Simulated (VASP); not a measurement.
# Ti4C in VASP: a series of runs

Runs on Ti4C. Level: PBE. Tasks: single point.

Everything below comes from runs of VASP 6.6.1. Logs are shortened: lines on timing, memory, paths and dates and some standing lists are left out, and cuts for length are marked.

**1. The cell of the first run**

The cell holds a slab with vacuum, 5 atoms: a = 3.255 Å, b = 3.255 Å, c = 20.179 Å, α = 90.00°, β = 90.00°, γ = 90.00°.

**2. Single point, PBE**

The input, INCAR:

```
SYSTEM = Ti4C
PREC = Accurate
ENCUT = 520
EDIFF = 1E-6
ISMEAR = 0
SIGMA = 0.1
LREAL = .FALSE.
LASPH = .TRUE.
NELM = 60
ALGO = Normal
ISIF = 2
LWAVE = .FALSE.
LCHARG = .FALSE.
LDIPOL = .TRUE.
IDIPOL = 3
DIPOL = 0.5 0.5 0.354
GGA = PE
NBANDS = 34
```

The input, KPOINTS:

```
regular mesh
0
G
  8 8 1
  0 0 0
```

The input, POSCAR:

```
Ti4C
1.0
    3.2553359278      0.0000000000      0.0000000000
    0.0000000000      3.2553359278      0.0000000000
    0.0000000000      0.0000000000     20.1793674396
Ti C
4 1
Direct
    0.5000000000      0.5000000000      0.1982222690
    0.0000000000      0.0000000000      0.2788822782
    0.5000000000      0.5000000000      0.3551865237
    0.0000000000      0.0000000000      0.4301109767
    0.0000000000      0.2500000000      0.5095438051
```

Potentials or basis: VASP PAW PBE potentials, release 64 (Ti_sv, C).

Started as:

```sh
> cat potpaw_PBE.64/Ti_sv/POTCAR potpaw_PBE.64/C/POTCAR > POTCAR
> mpirun -np 1 vasp_std > vasp.out
```

OUTCAR:

```text
SYSTEM = Ti4C
   PREC = Accurate
   ENCUT = 520
   EDIFF = 1E-6
   ISMEAR = 0
   LREAL = .FALSE.
   LASPH = .TRUE.
   NELM = 60
   ISIF = 2
   GGA = PE

 ion  position               nearest neighbor table
   1  0.500  0.500  0.198-   2 2.82   2 2.82   2 2.82   2 2.82
   2  0.000  0.000  0.279-   3 2.77   3 2.77   3 2.77   3 2.77   1 2.82   1 2.82   1 2.82   1 2.82

   3  0.500  0.500  0.355-   4 2.75   4 2.75   4 2.75   4 2.75   2 2.77   2 2.77   2 2.77   2 2.77

   4  0.000  0.000  0.430-   5 1.80   3 2.75   3 2.75   3 2.75   3 2.75
   5  0.000  0.250  0.510-   4 1.80

  LATTYP: Found a simple tetragonal cell.
 ALAT       =     3.2553359278
 C/A-ratio  =     6.1988587007

  Lattice vectors:

 A1 = (   3.2553359278,   0.0000000000,   0.0000000000)
 A2 = (   0.0000000000,   3.2553359278,   0.0000000000)
 A3 = (   0.0000000000,   0.0000000000,  20.1793674396)

Analysis of symmetry for initial positions (statically):
=====================================================================
 Subroutine PRICEL returns:
 Original cell was already a primitive cell.

 Routine SETGRP: Setting up the symmetry group for a
 simple tetragonal supercell.

 Subroutine GETGRP returns: Found  2 space group operations
 (whereof  2 operations were pure point group operations)
 out of a pool of 16 trial point group operations.

The static configuration has the point symmetry C_1h.

Analysis of symmetry for dynamics (positions and initial velocities):
=====================================================================
 Subroutine PRICEL returns:
 Original cell was already a primitive cell.

 Routine SETGRP: Setting up the symmetry group for a
 simple tetragonal supercell.

 Subroutine GETGRP returns: Found  2 space group operations
 (whereof  2 operations were pure point group operations)
 out of a pool of 16 trial point group operations.

The dynamic configuration has the point symmetry C_1h.

 Subroutine INISYM returns: Found  2 space group operations
 (whereof  2 operations are pure point group operations),
 and found     1 'primitive' translations

----------------------------------------------------------------------------------------

                                     Primitive cell

  volume of cell :     213.8450

  direct lattice vectors                    reciprocal lattice vectors
     3.255335928  0.000000000  0.000000000     0.307187959  0.000000000  0.000000000
[... 97 lines left out ...]
   ISIF   =      2    stress and relaxation
   ISYM   =      2    0-nonsym 1-usesym 2-fastsym
   POTIM  = 0.5000    time-step for ionic-motion
   TEBEG  =    0.0;   TEEND  =   0.0 temperature during run
   PSTRESS=    0.0 pullay stress
   NELECT =      52.0000    total number of electrons
   NUPDOWN=      -1.0000    fix difference up-down
   EMIN   =  10.00;   EMAX   =-10.00  energy-range for DOS
   EFERMI =   0.00;   METHOD = LEGACY
   ISMEAR =     0;   SIGMA  =   0.10  broadening in eV -4-tet -1-fermi 0-gaus
   EFERMI_NEDOS =   21; number of points for ismear=-14 and -15
   IALGO  =     38    algorithm
   IMIX   =      4    mixing-type and parameters
     AMIX     =   0.40;   BMIX     =  1.00
     AMIX_MAG =   1.60;   BMIX_MAG =  1.00
  volume/ion in A,a.u.               =      42.77       288.62
  Fermi-wavevector in a.u.,A,eV,Ry     =   1.021824  1.930968 14.206181  1.044125
  Thomas-Fermi vector in A             =   2.155470
   LORBIT       =      0    0 simple, 1 ext, 2 COOP (PROOUT), +10 PAW based schemes
   GGA     = PE    functional components
   LHFCALC =     F    Hartree Fock is set to
   AEXX    =    0.0000 exact exchange contribution
   IVDW    =     0    specifies the selected vdW correction
   LEPSILON=     F    determine dielectric tensor
   LRPA    =     F    only Hartree local field effects (RPA)
 non-spin polarized calculation
 Gauss-broadening in eV      SIGMA  =   0.10
  energy-cutoff  :      520.00
  volume of cell :      213.85
 maximum number of plane-waves:      5808
   NGX = 13   NGY = 13   NGZ = 75

 number of electron      52.0000023 magnetization

 dipolmoment           0.000000      0.000000      0.214608 electrons x Angstroem

 Free energy of the ion-electron system (eV)
  ---------------------------------------------------
  ext. energy  EPLUGINS =         0.00000000
  ---------------------------------------------------
  free energy    TOTEN  =       -33.84739352 eV

  energy without entropy =      -33.80068186  energy(sigma->0) =      -33.82403769

 E-fermi :  -0.4506     XC(G=0):  -5.2003

 val. band max:       -0.4527084925   @ k =  -0.3750   0.5000   0.0000
 cond. band min:      -0.4438861447   @ k =   0.3750   0.2500   0.0000
 fundamental gap:      0.0088223478
 Fermi energy:        -0.4505757367

 k-point     1 :       0.0000    0.0000    0.0000
  band No.  band energies     occupation
      1     -57.5343      2.00000
      2     -56.8435      2.00000
      3     -56.6986      2.00000
      4     -56.3464      2.00000
      5     -33.8843      2.00000
      6     -33.6898      2.00000
[... 877 lines left out ...]
     33       1.4851      0.00000
     34       2.3105      0.00000

 [... further k-points ...]

------------------------ aborting loop because EDIFF is reached ----------------------------------------

 vacuum level on the upper side and lower side of the slab       (xc-potential included)         1.775        -1.852

  FORCE on cell =-STRESS in cart. coord.  units (eV):
  Direction    XX          YY          ZZ          XY          YZ          ZX
  --------------------------------------------------------------------------------------
  -------------------------------------------------------------------------------------
  Total       -1.4236446     -1.6787191     -0.3638725      0.0000000      2.7921178      0.0000000
  in kB      -10.6662806    -12.5773588     -2.7262181      0.0000000     20.9192034      0.0000000
  external PRESSURE =      -8.6566192 kB  Pullay stress =       0.0000000 kB

 VOLUME and BASIS-vectors are now :
 -----------------------------------------------------------------------------
  energy-cutoff  :      520.00
  volume of cell :      213.85
      direct lattice vectors                 reciprocal lattice vectors
     3.255335928  0.000000000  0.000000000     0.307187959  0.000000000  0.000000000
     0.000000000  3.255335928  0.000000000     0.000000000  0.307187959  0.000000000
     0.000000000  0.000000000 20.179367440     0.000000000  0.000000000  0.049555567

 POSITION                                       TOTAL-FORCE (eV/Angst)
 -----------------------------------------------------------------------------------
      1.62767      1.62767      4.00000         0.000000     -0.073480      0.546577
      0.00000      0.00000      5.62767         0.000000      0.128793     -0.305669
      1.62767      1.62767      7.16744         0.000000      0.212697     -0.757978
      0.00000      0.00000      8.67937         0.000000     -2.241302      0.439966
      0.00000      0.81383     10.28227         0.000000      1.973293      0.077104
 -----------------------------------------------------------------------------------
    total drift:                                0.000000      0.000012     -0.000061

  FREE ENERGIE OF THE ION-ELECTRON SYSTEM (eV)
  ---------------------------------------------------
  free  energy   TOTEN  =       -33.8473935230 eV

  energy  without entropy=      -33.8006818620  energy(sigma->0) =      -33.82403769

 vacuum level on the upper side and lower side of the slab         6.476         2.688
```

It took 2.4 min on 1 thread of Intel Xeon 6975P-C (Granite Rapids), shared host; peak memory 0.36 GiB.

Results:

| Quantity | Value |
| --- | --- |
| Free energy | -33.8474 eV |
| Largest force | 2.284 eV/Å |
| Band gap on the k mesh | zero (band 26 reaches 0.00 eV, above the bottom of band 27 at -0.69 eV) |

Forces on the atoms (eV/Å):
```
Ti   0.000 -0.073  0.547
Ti   0.000  0.129 -0.306
Ti   0.000  0.213 -0.758
Ti   0.000 -2.241  0.440
C    0.000  1.973  0.077
```

**3. Single point, PBE**

The input, INCAR:

```
SYSTEM = Ti4C
  PREC = Accurate
  ENCUT = 520
  EDIFF = 1E-6
  ISMEAR = 0
  SIGMA = 0.1
  LREAL = .FALSE.
  LASPH = .TRUE.
  NELM = 100
  ALGO = Normal
  ISIF = 2
  LWAVE = .FALSE.
  LCHARG = .TRUE.
  LDIPOL = .TRUE.
  IDIPOL = 3
  DIPOL = 0.5 0.5 0.342
  GGA = PE
  LELF = .TRUE.
  LVHAR = .TRUE.
  LVACPOTAV = .TRUE.
  NBANDS = 34
```

The input, KPOINTS:

```
Automatic mesh
0
G
  8 8 1
  0 0 0
```

POSCAR: that of step 2 with these lines changed.

```diff
@@ -12,2 +12,2 @@
     0.0000000000      0.0000000000      0.4301109767
-    0.0000000000      0.2500000000      0.5095438051
+    0.2500000000      0.5000000000      0.4485646936
```

Potentials or basis: VASP PAW PBE potentials, release 64 (Ti_sv, C).

Started as:

```sh
> cat potpaw_PBE.64/Ti_sv/POTCAR potpaw_PBE.64/C/POTCAR > POTCAR
> mpirun -np 1 vasp_std > vasp.out
```

OUTCAR:

```text
SYSTEM = Ti4C
   PREC = Accurate
   ENCUT = 520
   EDIFF = 1E-6
   ISMEAR = 0
   LREAL = .FALSE.
   LASPH = .TRUE.
   NELM = 100
   ISIF = 2
   GGA = PE

 ion  position               nearest neighbor table
   1  0.500  0.500  0.198-   2 2.82   2 2.82   2 2.82   2 2.82
   2  0.000  0.000  0.279-   3 2.77   3 2.77   3 2.77   3 2.77   1 2.82   1 2.82   1 2.82   1 2.82

   3  0.500  0.500  0.355-   5 2.05   4 2.75   4 2.75   4 2.75   4 2.75   2 2.77   2 2.77   2 2.77
                             2 2.77
   4  0.000  0.000  0.430-   5 1.86   5 1.86   3 2.75   3 2.75   3 2.75   3 2.75
   5  0.250  0.500  0.449-   4 1.86   4 1.86   3 2.05

  LATTYP: Found a simple tetragonal cell.
 ALAT       =     3.2553359278
 C/A-ratio  =     6.1988587007

  Lattice vectors:

 A1 = (   3.2553359278,   0.0000000000,   0.0000000000)
 A2 = (   0.0000000000,   3.2553359278,   0.0000000000)
 A3 = (   0.0000000000,   0.0000000000,  20.1793674396)

Analysis of symmetry for initial positions (statically):
=====================================================================
 Subroutine PRICEL returns:
 Original cell was already a primitive cell.

 Routine SETGRP: Setting up the symmetry group for a
 simple tetragonal supercell.

 Subroutine GETGRP returns: Found  2 space group operations
 (whereof  2 operations were pure point group operations)
 out of a pool of 16 trial point group operations.

The static configuration has the point symmetry C_1h.

Analysis of symmetry for dynamics (positions and initial velocities):
=====================================================================
 Subroutine PRICEL returns:
 Original cell was already a primitive cell.

 Routine SETGRP: Setting up the symmetry group for a
 simple tetragonal supercell.

 Subroutine GETGRP returns: Found  2 space group operations
 (whereof  2 operations were pure point group operations)
 out of a pool of 16 trial point group operations.

[... 123 lines left out ...]
   IMIX   =      4    mixing-type and parameters
     AMIX     =   0.40;   BMIX     =  1.00
     AMIX_MAG =   1.60;   BMIX_MAG =  1.00
  volume/ion in A,a.u.               =      42.77       288.62
  Fermi-wavevector in a.u.,A,eV,Ry     =   1.021824  1.930968 14.206181  1.044125
  Thomas-Fermi vector in A             =   2.155470
   LORBIT       =      0    0 simple, 1 ext, 2 COOP (PROOUT), +10 PAW based schemes
   GGA     = PE    functional components
   LHFCALC =     F    Hartree Fock is set to
   AEXX    =    0.0000 exact exchange contribution
   IVDW    =     0    specifies the selected vdW correction
   LEPSILON=     F    determine dielectric tensor
   LRPA    =     F    only Hartree local field effects (RPA)
 non-spin polarized calculation
 Gauss-broadening in eV      SIGMA  =   0.10
  energy-cutoff  :      520.00
  volume of cell :      213.85
 maximum number of plane-waves:      5808
   NGX = 13   NGY = 13   NGZ = 75

 dipolmoment           0.000000      0.000000     -0.184884 electrons x Angstroem

 number of electron      52.0000023 magnetization

 dipolmoment           0.000000      0.000000      0.091243 electrons x Angstroem

 Free energy of the ion-electron system (eV)
  ---------------------------------------------------
  ext. energy  EPLUGINS =         0.00000000
  ---------------------------------------------------
  free energy    TOTEN  =       -37.83000477 eV

  energy without entropy =      -37.79625274  energy(sigma->0) =      -37.81312875

 E-fermi :   0.2577     XC(G=0):  -4.9249

 val. band max:        0.2374530911   @ k =   0.3750   0.3750   0.0000
 cond. band min:       0.2761664776   @ k =   0.5000   0.5000   0.0000
 fundamental gap:      0.0387133865
 Fermi energy:         0.2577344943

 k-point     1 :       0.0000    0.0000    0.0000
  band No.  band energies     occupation
      1     -56.7520      2.00000
      2     -56.1533      2.00000
      3     -56.0151      2.00000
      4     -55.9121      2.00000
      5     -33.1019      2.00000
      6     -32.9129      2.00000
[... 877 lines left out ...]
     33       2.4772      0.00000
     34       2.9897      0.00000

 [... further k-points ...]
[... 5 lines left out ...]
  --------------------------------------------------------------------------------------
  -------------------------------------------------------------------------------------
  Total        0.4737055      5.7604698      2.0479642      0.0000000      0.0000000      0.8404224
  in kB        3.5491130     43.1587958     15.3438298      0.0000000      0.0000000      6.2966425
  external PRESSURE =      20.6839129 kB  Pullay stress =       0.0000000 kB

 VOLUME and BASIS-vectors are now :
 -----------------------------------------------------------------------------
  energy-cutoff  :      520.00
  volume of cell :      213.85
      direct lattice vectors                 reciprocal lattice vectors
     3.255335928  0.000000000  0.000000000     0.307187959  0.000000000  0.000000000
     0.000000000  3.255335928  0.000000000     0.000000000  0.307187959  0.000000000
     0.000000000  0.000000000 20.179367440     0.000000000  0.000000000  0.049555567

 POSITION                                       TOTAL-FORCE (eV/Angst)
 -----------------------------------------------------------------------------------
      1.62767      1.62767      4.00000        -0.072837      0.000000      0.393889
      0.00000      0.00000      5.62767         0.062722      0.000000     -0.794596
      1.62767      1.62767      7.16744         0.268173      0.000000     -0.980776
      0.00000      0.00000      8.67937        -3.204978      0.000000      1.357261
      0.81383      1.62767      9.05175         2.946920      0.000000      0.024222
 -----------------------------------------------------------------------------------
    total drift:                                0.000147      0.000000      0.000085

  FREE ENERGIE OF THE ION-ELECTRON SYSTEM (eV)
  ---------------------------------------------------
  free  energy   TOTEN  =       -37.8300047684 eV

  energy  without entropy=      -37.7962527406  energy(sigma->0) =      -37.81312875

 vacuum level on the upper side and lower side of the slab         5.047         3.488
```

Wall time 2 min (1 thread of Intel Xeon 6975P-C (Granite Rapids), shared host); peak memory 0.36 GiB.

What came out:

* Free energy: -37.8300 eV
* Largest force: 3.481 eV/Å
* Band gap on the k mesh: zero (band 26 reaches 0.52 eV, above the bottom of band 27 at -0.00 eV)

Forces in eV/Å, atoms in the order of the input:
```
Ti  -0.073  0.000  0.394
Ti   0.063  0.000 -0.795
Ti   0.268  0.000 -0.981
Ti  -3.205  0.000  1.357
C    2.947  0.000  0.024
```

Levels at points of the mesh, in eV from the Fermi level:
| k point | band 23 | band 24 | band 25 | band 26 | band 27 | band 28 | band 29 | band 30 |
| --- | --- | --- | --- | --- | --- | --- | --- | --- |
| (0.00, 0.00, 0.00) | -1.68 | -1.40 | 0.16 | 0.22 | 0.97 | 1.00 | 1.00 | 1.03 |
| (0.50, 0.00, 0.00) | -1.10 | -0.43 | -0.18 | 0.11 | 0.16 | 0.37 | 0.85 | 1.23 |
| (0.00, 0.50, 0.00) | -0.45 | -0.40 | -0.16 | 0.10 | 0.24 | 0.53 | 0.80 | 0.97 |
| (0.50, 0.50, 0.00) | -0.82 | -0.61 | -0.50 | -0.25 | -0.05 | 0.02 | 1.98 | 2.01 |

**4. Single point, PBE**

The input, INCAR:

```
  ALGO = Normal
  DIPOL = 0.5 0.5 0.357
  EDIFF = 1E-6
  ENCUT = 520
  GGA = PE
  IDIPOL = 3
  ISIF = 2
  ISMEAR = 0
  LASPH = T
  LCHARG = T
  LDIPOL = T
  LELF = T
  LREAL = F
  LVACPOTAV = T
  LVHAR = T
  LWAVE = F
  NBANDS = 34
  NELM = 60
  PREC = Accurate
  SIGMA = 0.1
```

The input, KPOINTS:

```
k-points
0
Gamma
  8 8 1
```

POSCAR: that of step 3 with these lines changed.

```diff
@@ -12,2 +12,2 @@
     0.0000000000      0.0000000000      0.4301109767
-    0.2500000000      0.5000000000      0.4485646936
+    0.0000000000      0.1250000000      0.5203350304
```

Started as:

```sh
> cat potpaw_PBE.64/Ti_sv/POTCAR potpaw_PBE.64/C/POTCAR > POTCAR
> mpirun -np 1 vasp_std > vasp.out
```

It took 2.4 min on 1 thread of Intel Xeon 6975P-C (Granite Rapids), shared host; peak memory 0.36 GiB.

Results (log left out):

```
Free energy            : -33.2719 eV
Largest force          : 1.229 eV/Å
Band gap on the k mesh : zero (band 26 reaches 0.09 eV, above the bottom of band 27 at -0.76 eV)
```

Forces in eV/Å, atoms in the order of the input:
```
Ti   0.000 -0.029  0.494
Ti   0.000  0.126 -0.289
Ti   0.000  0.096 -0.736
Ti   0.000 -1.134  0.475
C    0.000  0.941  0.056
```

Levels at points of the mesh, in eV from the Fermi level:
```
           k point  band 24  band 25  band 26  band 27  band 28  band 29
(0.00, 0.00, 0.00)    -0.33     0.22     0.51     0.66     0.91     0.92
(0.50, 0.00, 0.00)    -0.29    -0.16    -0.04     0.05     0.64     1.00
(0.00, 0.50, 0.00)    -0.27    -0.15    -0.14     0.08     0.66     0.98
(0.50, 0.50, 0.00)    -0.58    -0.41    -0.39    -0.34     0.11     0.40
```

**5. Single point, PBE**

The input, INCAR:

```
ALGO = Normal
DIPOL = 0.5 0.5 0.351
EDIFF = 1E-6
ENCUT = 520
GGA = PE
IDIPOL = 3
ISIF = 2
ISMEAR = 0
LASPH = True
LCHARG = True
LDIPOL = True
LELF = True
LREAL = False
LVACPOTAV = True
LVHAR = True
LWAVE = False
NBANDS = 34
NELM = 80
PREC = Accurate
SIGMA = 0.1
```

KPOINTS is that of step 4.

POSCAR: that of step 4 with these lines changed.

```diff
@@ -12,2 +12,2 @@
     0.0000000000      0.0000000000      0.4301109767
-    0.0000000000      0.1250000000      0.5203350304
+    0.0000000000      0.3750000000      0.4919205519
```

Started as:

```sh
> cat potpaw_PBE.64/Ti_sv/POTCAR potpaw_PBE.64/C/POTCAR > POTCAR
> mpirun -np 1 vasp_std > vasp.out
```

Run time: 6.2 min. Hardware: 1 thread of Intel Xeon Platinum 8488C (Sapphire Rapids), shared host; peak memory 0.36 GiB.

It converged, with:

```
Free energy            : -34.9025 eV
Largest force          : 3.801 eV/Å
Band gap on the k mesh : zero (band 26 reaches 0.01 eV, above the bottom of band 27 at -0.61 eV)
```

Forces in eV/Å, atoms in the order of the input:
```
Ti   0.000 -0.083  0.570
Ti   0.000  0.147 -0.529
Ti   0.000  0.151 -0.361
Ti   0.000 -3.793  0.251
C    0.000  3.577  0.069
```

Levels at points of the mesh, in eV from the Fermi level:
```csv
k point,band 22,band 23,band 24,band 25,band 26,band 27,band 28,band 29,band 30,band 31
"(0.00, 0.00, 0.00)",-1.79,-1.02,-0.56,0.22,0.44,0.51,0.93,0.95,1.13,1.27
"(0.50, 0.00, 0.00)",-1.82,-0.89,-0.42,-0.12,0.07,0.21,0.48,1.08,1.17,1.34
"(0.00, 0.50, 0.00)",-0.86,-0.45,-0.26,-0.13,-0.10,0.26,0.33,0.90,1.00,1.25
"(0.50, 0.50, 0.00)",-0.67,-0.63,-0.53,-0.36,-0.17,0.07,0.25,0.77,1.62,1.96
```
